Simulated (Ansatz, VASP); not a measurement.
## Two plane-wave programs on C

INCAR

```
SYSTEM = C
ALGO = Normal
EDIFF = 1E-6
ENCUT = 520
GGA = RE
ISIF = 2
ISMEAR = -1
LASPH = .TRUE.
LCHARG = .FALSE.
LREAL = .FALSE.
LWAVE = .FALSE.
NBANDS = 11
NELM = 60
PREC = Accurate
SIGMA = 0.05
```

Contents of KPOINTS:

```
k-points
0
G
  13 13 13
  0 0 0
```

File POSCAR:

```
C
1.0
    0.0000000000      1.7679968744      1.7679968744
    1.7679968744      0.0000000000      1.7679968744
    1.7679968744      1.7679968744      0.0000000000
C
2
Direct
    0.5000000000      0.5000000000      0.5000000000
    0.7500000000      0.7500000000      0.7500000000
```

Input for Ansatz:

```yaml
crystal:
  lattice:
    - [0.0, 1.7679968744, 1.7679968744]
    - [1.7679968744, 0.0, 1.7679968744]
    - [1.7679968744, 1.7679968744, 0.0]
  atoms:
    - { symbol: C, position: [0.5, 0.5, 0.5] }
    - { symbol: C, position: [0.75, 0.75, 0.75] }
hamiltonian:
  xc: revpbe
  pseudopotentials:
    kind: paw
    azcp:
      C: "pseudopotentials/C.paw.azcp"
basis:
  ecutwfc: 420
  fft_grid_basis: typed
kpoints:
  mp_grid: { grid: [13, 13, 13], shift: [0, 0, 0] }
magnetization:
  spin_polarized: false
scf:
  occupations: { method: fermi_dirac, width: 0.05 }
  lower_state_search: "off"
output:
  stress: true
```

Alike in both runs: task single point; functional revPBE; k mesh 13 × 13 × 13; occupations fermi-dirac, width 0.05 eV; no spin polarisation.

|  | VASP | Ansatz |
| --- | --- | --- |
| version | VASP 6.6.1 | Ansatz 0.2.0 |
| potentials or method | VASP PAW PBE potentials, release 64 (C), cutoff 520 eV | plane waves (420 eV) with PAW, scalar-relativistic |
| valence electrons in the cell | 8 | 8 |

VASP gave:

- pressure (GPa): 19.2

Question: Estimate Ansatz's values.

Answer: Pressure (GPa): 18.6.

VASP's potentials were made for PBE, not for revPBE.
